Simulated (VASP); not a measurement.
**Sb: single point with PBE+D4**

Sb, a sheet with vacuum:

```xyz
2
Lattice="4.0586 0.0000 0.0000 -2.0293 3.5148 0.0000 0.0000 0.0000 27.1000" Properties=species:S:1:pos:R:3 pbc="T T T"
Sb    0.0000    2.3432    6.9986
Sb    2.0293    1.1716    8.6514
```

- Program: VASP 6.6.1
- Task: single point
- Functional: PBE
- Dispersion: D4
- Potentials or basis: VASP PAW PBE potentials, release 64 (Sb)
- Cutoff: 400 eV
- k mesh: 12 × 12 × 1
- Occupations: gaussian, width 0.03 eV
- Spin: no spin polarisation

| Quantity | Value |
| --- | --- |
| Largest force | 0.082 eV/Å |
| Band gap on the k mesh | 1.16 eV, indirect (least direct gap 1.65 eV) |
| Dispersion energy per atom | -0.277 eV |

Forces on the atoms (eV/Å):
```
Sb   0.000  0.000 -0.082
Sb   0.000  0.000  0.082
```

Levels at points of the mesh, in eV from the valence-band top:
```tsv
k point	band 3	band 4	band 5	band 6	band 7	band 8
(0.00, 0.00, 0.00)	-0.81	0.00	0.00	1.65	2.80	2.80
(0.50, 0.00, 0.00)	-3.13	-1.64	-1.63	1.56	2.29	3.52
```

Run time: 100 s on 1 thread of Intel Xeon 6975P-C, with other jobs on the host, peak memory 0.35 GiB.

Caveat: spin-orbit coupling is left out, which moves the levels of the heavy elements.
